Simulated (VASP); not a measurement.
A run of VASP 6.6.1 is set up as follows.

File INCAR:

```
ALGO = Normal ; EDIFF = 1E-6
ENCUT = 520 ; GGA = PS
ISIF = 2 ; ISMEAR = 0
LASPH = T ; LCHARG = F
LREAL = Auto ; LUSENCCL = F
LWAVE = F ; NBANDS = 76
NELM = 100 ; PREC = Accurate
SIGMA = 0.05
```

KPOINTS

```
k-points
0
Gamma
  8 5 3
```

The input POSCAR:

```
AlGa3N4
1.0
    0.0000000000     -3.1649847989      0.0000000000
    0.0035856878      0.0000000000     -5.4784941327
   10.2850010791      0.0000000000     -0.4561155522
Al Ga N
2 6 8
Direct
    0.5000000000      0.2621995885      0.8456517113
    0.5000000000      0.3038495885      0.3456517113
    0.5000000000      0.6571745542      0.0949083513
    0.5000000000      0.6155245542      0.5949083513
    0.0000000000      0.1605408543      0.0948636924
    0.0000000000      0.1188908543      0.5948636924
    0.0000000000      0.8050575730      0.3452808907
    0.0000000000      0.7634075730      0.8452808907
    0.5000000000      0.5845007259      0.9051843767
    0.5000000000      0.6261507259      0.4051843767
    0.0000000000      0.0983063310      0.9041729896
    0.0000000000      0.1399563310      0.4041729896
    0.0000000000      0.8208245802      0.1555718196
    0.0000000000      0.7791745802      0.6555718196
    0.5000000000      0.3192950124      0.1609661733
    0.5000000000      0.2776450124      0.6609661733
```

Potentials or basis: VASP PAW PBE potentials, release 64 (Al, Ga_d, N).

Launch:

```sh
$ cat potpaw_PBE.64/Al/POTCAR potpaw_PBE.64/Ga_d/POTCAR potpaw_PBE.64/N/POTCAR > POTCAR
$ mpirun -np 1 vasp_std > vasp.out
```

(1) Estimate the largest force.

(2) Predict the band gap on the k mesh.

(3) Estimate the pressure.

Answers

(1) 0.856 eV/Å.

(2) 2.23 eV.

(3) -0.6 GPa.

Caveat: the cell differs from its parent crystal (the part above a cut slid along it); the PAW data sets were made with another functional, which shifts forces and pressure a little.
